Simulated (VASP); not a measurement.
A run of VASP 6.6.1:

File INCAR:

```
SYSTEM = Al3O
  ALGO = Normal
  DIPOL = 0.5 0.5 0.359
  EDIFF = 1E-6
  EDIFFG = -0.025
  ENCUT = 520
  GGA = PS
  IBRION = 2
  IDIPOL = 3
  ISIF = 2
  ISMEAR = 0
  LASPH = .TRUE.
  LCHARG = .FALSE.
  LDIPOL = .TRUE.
  LREAL = .FALSE.
  LWAVE = .FALSE.
  NELM = 100
  NSW = 36
  PREC = Accurate
  SIGMA = 0.1
```

File KPOINTS:

```
k-points
0
G
  9 9 1
  0 0 0
```

Contents of POSCAR:

```
Al3O
1.0
    2.8394270062      0.0000000000      0.0000000000
    0.0000000000      2.8394270062      0.0000000000
    0.0000000000      0.0000000000     19.6413451717
Al O
3 1
Selective dynamics
Direct
    0.5000000000      0.5000000000      0.2036520394  F F F
    0.0000000000      0.0000000000      0.3090064802  F F F
    0.5000000000      0.5000000000      0.4145003868  F F F
    0.5000000000      0.5000000000      0.5102168453  F F T
```

Potentials or basis: VASP PAW PBE potentials, release 64 (Al, O).

The run is started by

```sh
$ cat potpaw_PBE.64/Al/POTCAR potpaw_PBE.64/O/POTCAR > POTCAR
$ mpirun -np 1 vasp_std > vasp.out
```

Hardware: 1 thread of AMD EPYC 7R13, on a shared host.

Task: Estimate the wall time of this run.

Result: Run time: 5.1 min on 1 thread of AMD EPYC 7R13, with other jobs on the host, peak memory 0.25 GiB. Counts: scf iterations 69, k points 15, ion steps 4.
